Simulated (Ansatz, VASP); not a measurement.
## Si3F: VASP beside Ansatz

```xyz
4
Lattice="-2.4632 2.4632 2.4632 2.4632 -2.4632 2.4632 2.4632 2.4632 -2.4632" Properties=species:S:1:pos:R:3 pbc="T T T"
Si    2.4632    0.0000    0.0000
Si    0.0000    2.4632    0.0000
Si    0.0000    0.0000    2.4632
F     0.0000    0.0000    0.0000
```

Alike in both runs: functional PBE; k mesh 14 × 14 × 14; occupations gaussian, width 0.1 eV; no spin polarisation.

Ansatz relaxed the structure, and its values are those at the end. VASP's run is a single point on that final structure, the one shown.

|  | VASP | Ansatz |
| --- | --- | --- |
| version | VASP 6.6.1 | Ansatz 0.2.0 |
| potentials or method | VASP PAW PBE potentials, release 64 (Si, F), cutoff 520 eV | scalar-relativistic, plane waves, PAW |
| valence electrons in the cell | 19 | 19 |

Ansatz gave:

```
gap on the k mesh at the Fermi level (eV) : none
pressure (GPa)                            : 0.0
```

Question: Estimate VASP's values.

Answer: gap on the k mesh at the Fermi level (eV): none; pressure (GPa): -0.1.

A gap of «none» marks a metal or a gap that the smearing closes. The functional is the same, so the differences come from potentials, cutoffs and numerics.
